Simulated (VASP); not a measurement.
Wanted: the native input for a VASP 6.6.1 run.

* Task: single point
* Functional: PBE
* Potentials or basis: VASP PAW PBE potentials, release 64 (Zn, Cu)
* Cutoff: 520 eV
* k mesh: 6 × 6 × 6
* Occupations: gaussian, width 0.1 eV
* Spin: no spin polarisation
* Dipole correction: no
* Further INCAR settings: ALGO = Normal; EDIFF = 1e-06; NBANDS = 31

The structure of ZnCu lies in POSCAR:

```
ZnCu
1.0
    1.2994765734     -4.9485180625      0.0000000000
    1.2994765734      4.9485180625      0.0000000000
    0.0000000000      0.0000000000      4.1131479048
Zn Cu
2 2
Direct
    0.3312304145      0.6687695855      0.7500000000
    0.6687695855      0.3312304145      0.2500000000
    0.0701159870      0.9298840130      0.7500000000
    0.9298840130      0.0701159870      0.2500000000
```

These files were run (other wordings do the same):

INCAR

```
SYSTEM = ZnCu
PREC = Accurate ; ENCUT = 520
EDIFF = 1E-6 ; ISMEAR = 0
SIGMA = 0.1 ; LREAL = .False.
LASPH = .True. ; NELM = 100
ALGO = Normal ; ISIF = 2
LWAVE = .False. ; LCHARG = .True.
GGA = PE ; LELF = .True.
LVHAR = .True. ; NBANDS = 31
```

KPOINTS

```
Automatic mesh
0
Gamma
  6 6 6
  0 0 0
```

Potentials or basis: VASP PAW PBE potentials, release 64 (Zn, Cu).

Launch:

```console
$ cat potpaw_PBE.64/Zn/POTCAR potpaw_PBE.64/Cu/POTCAR > POTCAR
$ mpirun -np 1 vasp_std > vasp.out
```

It gave:

| Quantity | Value |
| --- | --- |
| Pressure | 0.5 GPa |
| Largest force | 0.012 eV/Å |
| Band gap on the k mesh | zero (band 23 reaches 6.93 eV, above the bottom of band 24 at 3.03 eV) |

Caveat: the k points lie up to 0.42 Å⁻¹ apart.

It took 120 s on 1 thread of AMD EPYC 9R45 (Zen 5), with other jobs on the host, peak memory 0.21 GiB.
